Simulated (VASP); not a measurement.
# AlO5 (I4/mmm) in VASP: single point with PBE

Aim: the single point of AlO5 with PBE.

All numbers are computed with VASP 6.6.1; they aren't measurements. Logs are shortened: lines on timing, memory, paths and dates and some standing lists are left out, and cuts for length are marked.

### 1 The cell of the first run

The structure is tetragonal, space group I4/mmm (No. 139). The conventional cell has a = 3.782 Å, b = 3.782 Å, c = 7.399 Å, α = 90.00°, β = 90.00°, γ = 90.00°. Al (site symmetry 4/mmm) has 12 O at 2.22 to 2.67 Å within 2.9 Å. Within 1.8 Å of O (site symmetry 2mm) lie 1 O at 1.38 Å. O (site symmetry 4/mmm) has 8 O at 2.22 Å and 4 Al at 2.67 Å within 2.9 Å.

The cell was built from a structure type or drawn by symmetry, and may not be a known phase.

### 2 Single point, PBE

The input, INCAR:

```
SYSTEM = AlO5
ALGO = Normal
EDIFF = 1E-6
ENCUT = 600
GGA = PE
GGA_COMPAT = .FALSE.
ISIF = 2
ISMEAR = 0
LASPH = .TRUE.
LCHARG = .FALSE.
LREAL = .FALSE.
LWAVE = .FALSE.
NBANDS = 26
NELM = 120
PREC = Accurate
SIGMA = 0.2
```

The input, KPOINTS:

```
k-points
0
G
  5 5 5
  0 0 0
```

The input, POSCAR:

```
AlO5
1.0
   -1.8907653698      1.8907653698      3.6994795041
    1.8907653698     -1.8907653698      3.6994795041
    1.8907653698      1.8907653698     -3.6994795041
Al O
1 5
Direct
    0.0000000000      0.0000000000      0.0000000000
    0.1565686418      0.6565686418      0.5000000000
    0.3434313582      0.8434313582      0.5000000000
    0.8434313582      0.3434313582      0.5000000000
    0.6565686418      0.1565686418      0.5000000000
    0.5000000000      0.5000000000      0.0000000000
```

Potentials or basis: VASP PAW PBE potentials, release 64 (Al, O).

Run with:

```sh
> cat potpaw_PBE.64/Al/POTCAR potpaw_PBE.64/O/POTCAR > POTCAR
> mpirun -np 1 vasp_std > vasp.out
```

OUTCAR:

```text
SYSTEM = AlO5
   EDIFF = 1E-6
   ENCUT = 600
   GGA = PE
   ISIF = 2
   ISMEAR = 0
   LASPH = .TRUE.
   LREAL = .FALSE.
   NELM = 120
   PREC = Accurate

 ion  position               nearest neighbor table
   1  0.000  0.000  0.000-   5 2.22   2 2.22   3 2.22   4 2.22   2 2.22   5 2.22   4 2.22   3 2.22

   2  0.157  0.657  0.500-   3 1.38   1 2.22   1 2.22
   3  0.343  0.843  0.500-   2 1.38   1 2.22   1 2.22
   4  0.843  0.343  0.500-   5 1.38   1 2.22   1 2.22
   5  0.657  0.157  0.500-   4 1.38   1 2.22   1 2.22
   6  0.500  0.500  0.000-

  LATTYP: Found a body centered tetragonal cell.
 ALAT       =     3.7815307396
 C/A-ratio  =     1.9566042213

  Lattice vectors:

 A1 = (  -1.8907653698,   1.8907653698,   3.6994795041)
 A2 = (   1.8907653698,  -1.8907653698,   3.6994795041)
 A3 = (   1.8907653698,   1.8907653698,  -3.6994795041)

Analysis of symmetry for initial positions (statically):
=====================================================================
 Subroutine PRICEL returns:
 Original cell was already a primitive cell.

 Routine SETGRP: Setting up the symmetry group for a
 body centered tetragonal supercell.

 Subroutine GETGRP returns: Found 16 space group operations
 (whereof 16 operations were pure point group operations)
 out of a pool of 16 trial point group operations.

The static configuration has the point symmetry D_4h.

Analysis of symmetry for dynamics (positions and initial velocities):
=====================================================================
 Subroutine PRICEL returns:
 Original cell was already a primitive cell.

 Routine SETGRP: Setting up the symmetry group for a
 body centered tetragonal supercell.

 Subroutine GETGRP returns: Found 16 space group operations
 (whereof 16 operations were pure point group operations)
 out of a pool of 16 trial point group operations.

The dynamic configuration has the point symmetry D_4h.

 Subroutine INISYM returns: Found 16 space group operations
 (whereof 16 operations are pure point group operations),
 and found     1 'primitive' translations

----------------------------------------------------------------------------------------

                                     Primitive cell

  volume of cell :      52.9025

  direct lattice vectors                    reciprocal lattice vectors
    -1.890765370  1.890765370  3.699479504     0.000000000  0.264443176  0.135154148
     1.890765370 -1.890765370  3.699479504     0.264443176  0.000000000  0.135154148
     1.890765370  1.890765370 -3.699479504     0.264443176  0.264443176  0.000000000

  length of vectors
     4.564661649  4.564661649  4.564661649     0.296979523  0.296979523  0.373979126

  position of ions in fractional coordinates (direct lattice)
     0.000000000  0.000000000  0.000000000
     0.156568642  0.656568642  0.500000000
     0.343431358  0.843431358  0.500000000
     0.843431358  0.343431358  0.500000000
     0.656568642  0.156568642  0.500000000
     0.500000000  0.500000000  0.000000000

  ion indices of the primitive-cell ions
   primitive index   ion index
                 1           1
                 2           2
                 3           3
                 4           4
                 5           5
                 6           6

----------------------------------------------------------------------------------------

 KPOINTS: k-points

Automatic generation of k-mesh.
 Grid dimensions read from file:
 generate k-points for:    5    5    5

 Generating k-lattice:

  Cartesian coordinates                     Fractional coordinates (reciprocal lattice)
     0.000000000  0.052888635  0.027030830     0.200000000 -0.000000000  0.000000000
     0.052888635  0.000000000  0.027030830    -0.000000000  0.200000000  0.000000000
     0.052888635  0.052888635  0.000000000     0.000000000  0.000000000  0.200000000

  Length of vectors
     0.059395905  0.059395905  0.074795825

  Shift w.r.t. Gamma in fractional coordinates (k-lattice)
     0.000000000  0.000000000  0.000000000

 Subroutine IBZKPT returns following result:
 ===========================================

 Found     18 irreducible k-points:

 Following reciprocal coordinates:
            Coordinates               Weight
  0.000000  0.000000  0.000000      1.000000
  0.200000  0.000000 -0.000000      8.000000
  0.400000  0.000000  0.000000      8.000000
  0.200000  0.200000 -0.000000      8.000000
  0.400000  0.200000  0.000000     16.000000
 -0.400000  0.200000 -0.000000     16.000000
[... 10 lines left out ...]
 -0.400000  0.400000  0.400000      4.000000
 -0.400000 -0.400000  0.400000      2.000000
   k-points           NKPTS =     18   k-points in BZ     NKDIM =     18   number of bands    NBANDS=     26
   number of dos      NEDOS =    301   number of ions     NIONS =      6
   total plane-waves  NPLWV =  46656
   dimension x,y,z NGX =    36 NGY =   36 NGZ =   36
   dimension x,y,z NGXF=    72 NGYF=   72 NGZF=   72
   ions per type =               1   5
   NGX,Y,Z   is equivalent  to a cutoff of  13.11, 13.11, 13.11 a.u.
   NGXF,Y,Z  is equivalent  to a cutoff of  26.22, 26.22, 26.22 a.u.
 SYSTEM =  AlO5
   PREC   = accura    normal or accurate (medium, high low for compatibility)
   ISTART =      0    job   : 0-new  1-cont  2-samecut
   ICHARG =      2    charge: 1-file 2-atom 10-const
   ISPIN  =      1    spin polarized calculation?
   LNONCOLLINEAR =      F non collinear calculations
   LSORBIT =      F    spin-orbit coupling
   LASPH  =      T    aspherical Exc in radial PAW
   ENCUT  =  600.0 eV  44.10 Ry    6.64 a.u.   9.12  9.12  9.12*2*pi/ulx,y,z
   NELM   =    120;   NELMIN=  2; NELMDL= -5     # of ELM steps
   EDIFF  = 0.1E-05   stopping-criterion for ELM
   LREAL  =      F    real-space projection
   EDIFFG = 0.1E-04   stopping-criterion for IOM
   NSW    =      0    number of steps for IOM
   IBRION =     -1    ionic relax: 0-MD 1-quasi-New 2-CG
   NFREE  =      0    steps in history (QN), initial steepest desc. (CG)
   ISIF   =      2    stress and relaxation
   ISYM   =      2    0-nonsym 1-usesym 2-fastsym
   POTIM  = 0.5000    time-step for ionic-motion
   TEBEG  =    0.0;   TEEND  =   0.0 temperature during run
   PSTRESS=    0.0 pullay stress
   NELECT =      33.0000    total number of electrons
   NUPDOWN=      -1.0000    fix difference up-down
   EMIN   =  10.00;   EMAX   =-10.00  energy-range for DOS
   EFERMI =   0.00;   METHOD = LEGACY
   ISMEAR =     0;   SIGMA  =   0.20  broadening in eV -4-tet -1-fermi 0-gaus
   EFERMI_NEDOS =   21; number of points for ismear=-14 and -15
   IALGO  =     38    algorithm
   IMIX   =      4    mixing-type and parameters
     AMIX     =   0.40;   BMIX     =  1.00
     AMIX_MAG =   1.60;   BMIX_MAG =  1.00
  volume/ion in A,a.u.               =       8.82        59.50
  Fermi-wavevector in a.u.,A,eV,Ry     =   1.398795  2.643340 26.621546  1.956628
  Thomas-Fermi vector in A             =   2.521918
   LORBIT       =      0    0 simple, 1 ext, 2 COOP (PROOUT), +10 PAW based schemes
   GGA     = PE    functional components
   LHFCALC =     F    Hartree Fock is set to
   AEXX    =    0.0000 exact exchange contribution
   IVDW    =     0    specifies the selected vdW correction
   LEPSILON=     F    determine dielectric tensor
   LRPA    =     F    only Hartree local field effects (RPA)
 non-spin polarized calculation
 Gauss-broadening in eV      SIGMA  =   0.20
  energy-cutoff  :      600.00
  volume of cell :       52.90
 maximum number of plane-waves:      1794
   NGX = 19   NGY = 19   NGZ = 19

 number of electron      33.0000003 magnetization

 Free energy of the ion-electron system (eV)
  ---------------------------------------------------
  ext. energy  EPLUGINS =         0.00000000
  ---------------------------------------------------
  free energy    TOTEN  =       -28.19687963 eV

  energy without entropy =      -28.10934927  energy(sigma->0) =      -28.15311445

 E-fermi :   5.3490     XC(G=0): -11.3213

 val. band max:        5.3295775603   @ k =   0.4000   0.2000   0.0000
 cond. band min:       5.3696497288   @ k =  -0.2000  -0.4000   0.2000
 fundamental gap:      0.0400721685
 Fermi energy:         5.3490080703

 k-point     1 :       0.0000    0.0000    0.0000
  band No.  band energies     occupation
      1     -19.0704      2.00000
      2     -17.6553      2.00000
      3     -11.7720      2.00000
      4     -10.6227      2.00000
      5     -10.4294      2.00000
      6      -3.9945      2.00000
[... 18 lines left out ...]
     25      15.7744      0.00000
     26      16.4524      0.00000

 k-point     2 :       0.2000    0.0000   -0.0000
  band No.  band energies     occupation
      1     -18.9148      2.00000
      2     -17.7693      2.00000
      3     -12.0701      2.00000
      4     -10.6834      2.00000
      5     -10.1684      2.00000
      6      -3.9392      2.00000
[... 18 lines left out ...]
     25      15.9638      0.00000
     26      18.0028      0.00000

 k-point     3 :       0.4000    0.0000    0.0000
  band No.  band energies     occupation
      1     -18.5253      2.00000
      2     -18.0865      2.00000
      3     -12.4266      2.00000
      4     -10.8145      2.00000
      5      -9.8786      2.00000
      6      -3.4926      2.00000
[... 18 lines left out ...]
     25      16.6658      0.00000
     26      19.9448      0.00000

 k-point     4 :       0.2000    0.2000   -0.0000
  band No.  band energies     occupation
      1     -18.7183      2.00000
      2     -17.9025      2.00000
      3     -12.4732      2.00000
      4     -10.4848      2.00000
      5     -10.0884      2.00000
      6      -3.5397      2.00000
[... 18 lines left out ...]
     25      16.9304      0.00000
     26      18.7385      0.00000
[... 322 lines left out ...]
      1     -18.9273      2.00000
      2     -17.7379      2.00000
      3     -12.6969      2.00000
      4     -10.2029      2.00000
      5      -9.9149      2.00000
      6      -3.2280      2.00000
[... 18 lines left out ...]
     25      16.3940      0.00000
     26      16.7903      0.00000

 k-point    17 :      -0.4000    0.4000    0.4000
  band No.  band energies     occupation
      1     -18.5146      2.00000
      2     -17.9854      2.00000
      3     -13.6564      2.00000
      4      -9.7718      2.00000
      5      -9.3383      2.00000
      6      -3.6929      2.00000
[... 18 lines left out ...]
     25      17.5415      0.00000
     26      18.8411      0.00000

 k-point    18 :      -0.4000   -0.4000    0.4000
  band No.  band energies     occupation
      1     -18.6581      2.00000
      2     -17.8625      2.00000
      3     -13.7114      2.00000
      4      -9.5727      2.00000
      5      -9.3912      2.00000
      6      -3.0163      2.00000
[... 18 lines left out ...]
     25      17.4320      0.00000
     26      17.5721      0.00000

------------------------ aborting loop because EDIFF is reached ----------------------------------------

  FORCE on cell =-STRESS in cart. coord.  units (eV):
  Direction    XX          YY          ZZ          XY          YZ          ZX
  --------------------------------------------------------------------------------------
  -------------------------------------------------------------------------------------
  Total       -0.2415774     -0.2415774      0.6542295      0.0000000      0.0000000      0.0000000
  in kB       -7.3162920     -7.3162920     19.8136658      0.0000000      0.0000000      0.0000000
  external PRESSURE =       1.7270273 kB  Pullay stress =       0.0000000 kB

 VOLUME and BASIS-vectors are now :
 -----------------------------------------------------------------------------
  energy-cutoff  :      600.00
  volume of cell :       52.90
      direct lattice vectors                 reciprocal lattice vectors
    -1.890765370  1.890765370  3.699479504     0.000000000  0.264443176  0.135154148
     1.890765370 -1.890765370  3.699479504     0.264443176  0.000000000  0.135154148
     1.890765370  1.890765370 -3.699479504     0.264443176  0.264443176  0.000000000

 POSITION                                       TOTAL-FORCE (eV/Angst)
 -----------------------------------------------------------------------------------
      0.00000      0.00000      0.00000        -0.000000     -0.000000     -0.000000
      1.89077      0.00000      1.15844         0.000000     -0.000000     -0.302961
      1.89077      0.00000      2.54103         0.000000     -0.000000      0.302961
      0.00000      1.89077      2.54103        -0.000000      0.000000      0.302961
      0.00000      1.89077      1.15844        -0.000000      0.000000     -0.302961
      0.00000      0.00000      3.69948        -0.000000     -0.000000     -0.000000
 -----------------------------------------------------------------------------------
    total drift:                                0.000000      0.000000      0.000000

  FREE ENERGIE OF THE ION-ELECTRON SYSTEM (eV)
  ---------------------------------------------------
  free  energy   TOTEN  =       -28.1968796336 eV

  energy  without entropy=      -28.1093492689  energy(sigma->0) =      -28.15311445
```

It took 31 s on 1 thread of Intel Xeon Platinum 8488C (Sapphire Rapids), shared host; peak memory 0.19 GiB.

Results:

```yaml
Free_energy: -28.1969 eV
Pressure: 0.2 GPa
Largest_force: 0.303 eV/Å
Band_gap_on_the_k_mesh: zero (an odd number of electrons rules out a gap without spin polarisation)
```

Forces in eV/Å, atoms in the order of the input:
```
Al   0.000  0.000  0.000
O    0.000  0.000 -0.303
O    0.000  0.000  0.303
O    0.000  0.000  0.303
O    0.000  0.000 -0.303
O    0.000  0.000  0.000
```

Caveat: the k points lie up to 0.37 Å⁻¹ apart, too coarse for converged energies and pressures of a metal; an odd number of electrons without spin polarisation forces a metal; a magnetic or distorted state may lie lower.
